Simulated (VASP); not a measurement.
Here is a VASP 6.6.1 calculation.

The input POSCAR:

```
BP
1.0
    0.0000000000      2.3135014941      2.3135014941
    2.3135014941      0.0000000000      2.3135014941
    2.3135014941      2.3135014941      0.0000000000
P B
1 1
Direct
    0.7500000000      0.7500000000      0.7500000000
    0.0000000000      0.0000000000      0.0000000000
```

The input INCAR.step1:

```
  PREC = Accurate
  ENCUT = 520
  EDIFF = 1E-5
  ISMEAR = -1
  SIGMA = 0.05
  LREAL = False
  LASPH = True
  NELM = 100
  ALGO = Normal
  ISIF = 2
  LWAVE = True
  GGA = PE
  NBANDS = 11
```

INCAR.step2

```
  PREC = Accurate
  ENCUT = 520
  EDIFF = 1E-6
  ISMEAR = -1
  SIGMA = 0.05
  LREAL = False
  LASPH = True
  NELM = 100
  ALGO = Normal
  ISIF = 2
  LWAVE = False
  LCHARG = True
  GGA = PS
  LHFCALC = True
  AEXX = 0.25
  PRECFOCK = Normal
  LELF = True
  LVHAR = True
  ISTART = 1
  NBANDS = 11
```

KPOINTS

```
Automatic mesh
0
Gamma
  5 5 5
```

Potentials or basis: VASP PAW PBE potentials, release 64 (P, B).

Run with:

```bash
$ cat potpaw_PBE.64/P/POTCAR potpaw_PBE.64/B/POTCAR > POTCAR
$ cp INCAR.step1 INCAR
$ mpirun -np 1 vasp_std > vasp.out
$ cp INCAR.step2 INCAR
$ mpirun -np 1 vasp_std > vasp.out
```

Question: Estimate the band gap on the k mesh.

Answer: 2.71 eV, indirect (least direct gap 4.97 eV).

Question: Estimate the pressure.

Answer: -12.4 GPa.

Caveat: the k points lie up to 0.47 Å⁻¹ apart; the PAW data sets were made with another functional, which shifts forces and pressure a little. A k mesh can miss the band edges.
